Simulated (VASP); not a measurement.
A run of VASP 6.6.1 is set up as follows.

File POSCAR:

```
SiC
1.0
   -3.0759982064      0.0000000000      0.0000000000
   -1.5379991032     -2.6638925888      0.0000000000
   -2.3069986548     -1.3319462944     10.0960000000
Si C
4 4
Direct
    0.0064583333      0.0064583333      0.6537500000
    0.2564583333      0.2564583333      0.1537500000
    0.2147916667      0.2147916667      0.9037500000
    0.4647916667      0.4647916667      0.4037500000
   -0.0897916667     -0.0897916667      0.8462500000
    0.1602083333      0.1602083333      0.3462500000
    0.6185416667      0.6185416667      0.0962500000
    0.3685416667      0.3685416667      0.5962500000
```

Contents of INCAR.step1:

```
SYSTEM = SiC
PREC = Accurate
ENCUT = 520
ISMEAR = 0
SIGMA = 0.05
LREAL = .False.
LASPH = .True.
NELM = 60
NBANDS = 26
GGA = PE
ALGO = Normal
EDIFF = 1E-4
LWAVE = .True.
LCHARG = .False.
```

INCAR.step2

```
SYSTEM = SiC
PREC = Accurate
ENCUT = 520
EDIFF = 1E-7
ISMEAR = 0
SIGMA = 0.05
LREAL = .False.
LASPH = .True.
NELM = 60
ALGO = Normal
ISIF = 2
LWAVE = .False.
LCHARG = .False.
METAGGA = R2SCAN
LMIXTAU = .True.
NBANDS = 26
ISTART = 1
```

Contents of KPOINTS:

```
Automatic mesh
0
Gamma
  8 8 3
  0 0 0
```

Potentials or basis: VASP PAW PBE potentials, release 64 (Si, C).

Run with:

```console
$ cat potpaw_PBE.64/Si/POTCAR potpaw_PBE.64/C/POTCAR > POTCAR
$ cp INCAR.step1 INCAR
$ mpirun -np 1 vasp_std > vasp.out
$ cp INCAR.step2 INCAR
$ mpirun -np 1 vasp_std > vasp.out
```

Problem. Predict the largest force.

Solution. 1.522 eV/Å.

Problem. What does it give for the pressure?

Solution. -1.0 GPa.

Stress tensor (GPa, compression positive):
```
-0.43  4.81  5.34
 4.81 -5.99  3.08
 5.34  3.08  3.56
```

Caveat: the PAW data sets were made with another functional, which shifts forces and pressure a little.
